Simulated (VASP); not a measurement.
A run of VASP 6.6.1 is set up as follows.

Contents of INCAR:

```
PREC = Accurate
ENCUT = 600
EDIFF = 1E-6
ISMEAR = 0
SIGMA = 0.2
LREAL = False
LASPH = True
NELM = 200
ALGO = Normal
ISIF = 2
LWAVE = False
LCHARG = False
GGA = PE
NBANDS = 37
GGA_COMPAT = False
LMAXMIX = 6
```

The input KPOINTS:

```
Automatic mesh
0
Gamma
  6 6 4
```

The input POSCAR:

```
PrScO
1.0
   -3.7187184948      0.0000000000      0.0000000000
    0.0000000000      0.0000000000     -4.2220819281
    0.0000000000     -7.4374369897      0.0000000000
Pr Sc O
2 2 2
Direct
    1.0000000000      0.5000000000      0.5000000000
    0.0000000000      0.5000000000      0.0000000000
    0.5000000000      0.0000000000      0.7500000000
    0.5000000000      0.0000000000      0.2500000000
    0.5000000000      0.5000000000      0.7500000000
    0.5000000000      0.5000000000      0.2500000000
```

Potentials or basis: VASP PAW PBE potentials, release 64 (Pr_3, Sc_sv, O), 4f in core.

The run is started by

```bash
$ cat potpaw_PBE.64/Pr_3/POTCAR potpaw_PBE.64/Sc_sv/POTCAR potpaw_PBE.64/O/POTCAR > POTCAR
$ mpirun -np 1 vasp_std > vasp.out
```

(1) Predict the band gap on the k mesh.

(2) Predict the pressure.

Results:

(1) zero (bands 28 and 29 overlap by 1.32 eV).

(2) 0.4 GPa.

Caveat: spin-orbit coupling is left out, which moves the levels of the heavy elements; the 4f electrons are frozen in the core, so they carry no moment and show no levels; the run has no spin polarisation, though such a crystal can be magnetic.
